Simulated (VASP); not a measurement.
Write the native input for VASP 6.6.1 that does the following.

```yaml
Task: relaxation of cell and atoms
Functional: PBE0
Potentials_or_basis: VASP PAW PBE potentials, release 64 (Cl, Na_pv)
Cutoff: 600 eV
k_mesh: 4 × 4 × 4
Occupations: fermi-dirac, width 0.05 eV
Spin: no spin polarisation
Dipole_correction: no
Grid_for_exact_exchange_PRECFOCK: Normal
Further_INCAR_settings: ALGO = Normal; EDIFF = 1e-06; IBRION = 2; EDIFFG = -0.01; NSW = 60; ISIF = 3
```

The system is NaCl.

```xyz
2
Lattice="0.0000 2.7941 2.7941 2.7941 0.0000 2.7941 2.7941 2.7941 0.0000" Properties=species:S:1:pos:R:3 pbc="T T T"
Cl    2.7941    2.7941    2.7941
Na    0.0000    0.0000    0.0000
```

These files were run (other wordings do the same):

POSCAR

```
NaCl
1.0
    0.0000000000      2.7940632177      2.7940632177
    2.7940632177      0.0000000000      2.7940632177
    2.7940632177      2.7940632177      0.0000000000
Cl Na
1 1
Direct
    0.5000000000      0.5000000000      0.5000000000
    0.0000000000      0.0000000000      0.0000000000
```

INCAR.step1

```
PREC = Accurate ; ENCUT = 600
EDIFF = 1E-5 ; ISMEAR = -1
SIGMA = 0.05 ; LREAL = F
LASPH = T ; NELM = 100
ALGO = Normal ; LWAVE = T
LCHARG = F ; GGA = PE
NBANDS = 14
```

INCAR.step2

```
PREC = Accurate ; ENCUT = 600
EDIFF = 1E-6 ; ISMEAR = -1
SIGMA = 0.05 ; LREAL = F
LASPH = T ; NELM = 100
ALGO = Normal ; ISIF = 3
LWAVE = F ; LCHARG = F
GGA = PE ; LHFCALC = T
AEXX = 0.25 ; PRECFOCK = Normal
IBRION = 2 ; NSW = 60
EDIFFG = -0.01 ; ISTART = 1
```

KPOINTS

```
regular mesh
0
Gamma
  4 4 4
```

Potentials or basis: VASP PAW PBE potentials, release 64 (Cl, Na_pv).

Command:

```bash
$ cat potpaw_PBE.64/Cl/POTCAR potpaw_PBE.64/Na_pv/POTCAR > POTCAR
$ cp INCAR.step1 INCAR
$ mpirun -np 1 vasp_std > vasp.out
$ cp INCAR.step2 INCAR
$ mpirun -np 1 vasp_std > vasp.out
```

Results of the run:

* Relaxed volume: 22.50 Å³/atom
* Relaxed cell: a = 3.993 Å, b = 3.993 Å, c = 3.993 Å, α = 60.00°, β = 60.00°, γ = 60.00°
* Space group after relaxing (to 0.05 Å): Fm-3m (No. 225)
* Energy gained by relaxing: 1.9 meV/atom
* Ionic steps: 4
* Pressure after relaxing: 0.0 GPa
* Band gap on the k mesh: 7.21 eV, direct

Caveat: the k points lie up to 0.48 Å⁻¹ apart in the final cell; the PAW data sets were made with another functional, which shifts forces and pressure a little.

Run time: 15 min on 1 thread of Oxide Virtual Turin-like Processor, with other jobs on the host, peak memory 0.15 GiB.
